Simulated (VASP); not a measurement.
Input of a VASP 6.6.1 run:

File INCAR:

```
SYSTEM = AlCo
PREC     = Accurate       ! precision mode
ENCUT    = 600            ! plane-wave cutoff, eV
EDIFF    = 1E-6           ! SCF threshold, eV
ISMEAR   = -1             ! smearing method
SIGMA    = 0.05           ! smearing width, eV
LREAL    = .FALSE.        ! projectors in reciprocal space
LASPH    = .TRUE.         ! aspherical terms in the spheres
NELM     = 200            ! most SCF steps
ALGO     = Normal         ! electronic algorithm
ISIF     = 2              ! what is computed and relaxed
LWAVE    = .FALSE.        ! write WAVECAR
LCHARG   = .FALSE.        ! write CHGCAR
ISPIN    = 2              ! spin polarisation
MAGMOM   = 4 0            ! initial moments
LORBIT   = 11             ! projections on sites
NUPDOWN  = 4.0            ! fixed moment
LMAXMIX  = 4              ! l up to which the mixer works
GGA      = PS             ! functional
NBANDS   = 21             ! bands
GGA_COMPAT= .FALSE.
```

KPOINTS

```
Automatic mesh
0
G
  8 8 8
  0 0 0
```

Contents of POSCAR:

```
AlCo
1.0
    2.8194032100      0.0000000000      0.0000000000
    0.0000000000      2.8194032100      0.0000000000
    0.0000000000      0.0000000000      2.8194032100
Co Al
1 1
Direct
    0.5000000000      0.5000000000      0.5000000000
    0.0000000000      0.0000000000      0.0000000000
```

Potentials or basis: VASP PAW PBE potentials, release 64 (Co_sv, Al).

The run is started by

```console
$ cat potpaw_PBE.64/Co_sv/POTCAR potpaw_PBE.64/Al/POTCAR > POTCAR
$ mpirun -np 1 vasp_std > vasp.out
```

Predict the pressure.

61.6 GPa.

Caveat: the PAW data sets were made with another functional, which shifts forces and pressure a little; the total moment is fixed, so each spin has its own Fermi level.
